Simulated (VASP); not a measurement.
Write the native input for VASP 6.6.1 that does the following.

- Task: single point
- Functional: PBEsol
- Potentials or basis: VASP PAW PBE potentials, release 64 (As, Se)
- Cutoff: 520 eV
- k mesh: 8 × 8 × 6
- Occupations: gaussian, width 0.1 eV
- Spin: no spin polarisation
- Dipole correction: no
- Further INCAR settings: ALGO = Normal; EDIFF = 1e-07; NBANDS = 25

The structure of As2Se lies in POSCAR:

```
As2Se
1.0
   -3.4800018534      3.5698611133      2.7138155991
    3.4650551887     -3.5484554452      2.6654646872
    3.5467117958      3.6151653877     -2.6853447008
As Se
4 2
Direct
    0.8355842107      0.1169847537      0.7361899387
    0.3812144167      0.1323833428      0.2542506889
    0.8723221829      0.6409321473      0.7534716218
    0.8809949345      0.1285998075      0.2467674228
    0.4934291546      0.4786172632     -0.0251834135
    0.2223645900      0.7165762535      0.5090905786
```

This cell differs from its parent crystal: atoms moved at random and the cell strained at random.

These files were run (other wordings do the same):

INCAR

```
SYSTEM = As2Se
  ALGO = Normal
  EDIFF = 1E-7
  ENCUT = 520
  GGA = PS
  ISIF = 2
  ISMEAR = 0
  LASPH = .True.
  LCHARG = .False.
  LREAL = .False.
  LWAVE = .False.
  NBANDS = 25
  NELM = 60
  PREC = Accurate
  SIGMA = 0.1
```

KPOINTS

```
k-points
0
Gamma
  8 8 6
  0 0 0
```

Potentials or basis: VASP PAW PBE potentials, release 64 (As, Se).

Run with:

```sh
$ cat potpaw_PBE.64/As/POTCAR potpaw_PBE.64/Se/POTCAR > POTCAR
$ mpirun -np 1 vasp_std > vasp.out
```

Results of the run:

```yaml
Pressure: -4.2 GPa
Largest_force: 1.037 eV/Å
Band_gap_on_the_k_mesh: zero (bands 16 and 17 overlap by 0.57 eV)
```

Caveat: the cell differs from its parent crystal (atoms moved at random and the cell strained at random); the cell stands under tension; the PAW data sets were made with another functional, which shifts forces and pressure a little.

It took 20 min on 1 thread of Intel Xeon 8259CL, with other jobs on the host, peak memory 0.68 GiB.
